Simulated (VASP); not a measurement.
Here is a VASP 6.6.1 calculation.

INCAR

```
SYSTEM = ZnAu
  PREC = Accurate
  ENCUT = 400
  EDIFF = 1E-8
  ISMEAR = -1
  SIGMA = 0.05
  LREAL = .False.
  LASPH = .True.
  NELM = 120
  ALGO = Normal
  ISIF = 2
  LWAVE = .False.
  LCHARG = .False.
  GGA = CA
  LEFG = .True.
  NBANDS = 18
  GGA_COMPAT = .False.
```

The input KPOINTS:

```
regular mesh
0
Gamma
  13 13 13
  0 0 0
```

The input POSCAR:

```
ZnAu
1.0
    3.1470000000      0.0000000000      0.0000000000
    0.0000000000      3.1470000000      0.0000000000
    0.0000000000      0.0000000000      3.1470000000
Zn Au
1 1
Direct
    0.5000000000      0.5000000000      0.5000000000
    0.0000000000      0.0000000000      0.0000000000
```

Potentials or basis: VASP PAW LDA potentials, release 64 (Zn, Au).

Launch:

```console
$ cat potpaw_LDA.64/Zn/POTCAR potpaw_LDA.64/Au/POTCAR > POTCAR
$ mpirun -np 1 vasp_std > vasp.out
```

Task: Estimate the pressure.

Result: -6.5 GPa.

Caveat: without QUAD_EFG the Cq values of the log hold for a quadrupole moment of 1 mb, not for the nuclei.
